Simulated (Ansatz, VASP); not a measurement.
**One calculation of Ga5As2P3, two programs**

Contents of INCAR:

```
PREC = Accurate
ENCUT = 520
EDIFF = 1E-6
ISMEAR = 0
SIGMA = 0.1
LREAL = False
LASPH = True
NELM = 80
ALGO = Normal
ISIF = 2
LWAVE = False
LCHARG = False
GGA = PE
NBANDS = 56
```

The input KPOINTS:

```
regular mesh
0
Gamma
  4 4 4
```

File POSCAR:

```
Ga5As2P3
1.0
    0.0000000000     -3.9581324000      0.0000000000
    3.9581324000      0.0000000000      0.0000000000
   -1.9790662000      1.9790662000     14.0140912000
Ga P As
5 3 2
Direct
    0.8954450000      0.8954450000      0.7908900000
    0.2984390000      0.2984390000      0.5968780000
    0.7015610000      0.7015610000      0.4031220000
    0.1045550000      0.1045550000      0.2091100000
    0.5000000000      0.5000000000      0.0000000000
    0.2500000000      0.7500000000      0.5000000000
    0.6530320000      0.1530320000      0.3060640000
    0.8469680000      0.3469680000      0.6939360000
    0.0522430000      0.5522430000      0.1044860000
    0.4477570000      0.9477570000      0.8955140000
```

Input for Ansatz:

```yaml
crystal:
  lattice:
    - [0.0, -3.9581324, 0.0]
    - [3.9581324, 0.0, 0.0]
    - [-1.9790662, 1.9790662, 14.0140912]
  atoms:
    - { symbol: Ga, position: [0.895445, 0.895445, 0.79089] }
    - { symbol: Ga, position: [0.298439, 0.298439, 0.596878] }
    - { symbol: Ga, position: [0.701561, 0.701561, 0.403122] }
    - { symbol: Ga, position: [0.104555, 0.104555, 0.20911] }
    - { symbol: Ga, position: [0.5, 0.5, 0.0] }
    - { symbol: P, position: [0.25, 0.75, 0.5] }
    - { symbol: P, position: [0.653032, 0.153032, 0.306064] }
    - { symbol: P, position: [0.846968, 0.346968, 0.693936] }
    - { symbol: As, position: [0.052243, 0.552243, 0.104486] }
    - { symbol: As, position: [0.447757, 0.947757, 0.895514] }
basis:
  ecutwfc: 420
kpoints:
  mp_grid: { grid: [4, 4, 4] }
hamiltonian:
  xc: pbe
scf:
  occupations: { method: gaussian, width: 0.1 }
  lower_state_search: "off"
output:
  forces: true
  stress: true
  eigenvalues: true
```

Alike in both runs: task single point; functional PBE; k mesh 4 × 4 × 4; occupations gaussian, width 0.1 eV; no spin polarisation.

|  | VASP | Ansatz |
| --- | --- | --- |
| version | VASP 6.6.1 | Ansatz 0.2.0 |
| potentials or method | VASP PAW PBE potentials, release 64 (Ga_d, P, As), cutoff 520 eV | scalar-relativistic, plane waves, PAW |
| valence electrons in the cell | 90 | 110 |

```csv
,VASP,Ansatz,Ansatz less VASP
gap on the k mesh at the Fermi level (eV),0.92,0.92,+0.001
least direct gap on the mesh (eV),0.92,0.92,+0.001
pressure (GPa),0.2,0.1,-0.08
"traceless stress, the component that is largest in VASP (GPa)",-0.72,-0.73,-0.002
rms of the force components (eV/Å),0.002,0.003,+0.0014
```

Atom by atom the forces differ by 0.004 eV/Å (rms over components). VASP's potentials hold 90 valence electrons a cell and Ansatz's 110, so a difference there can come from the potentials and not from the codes.
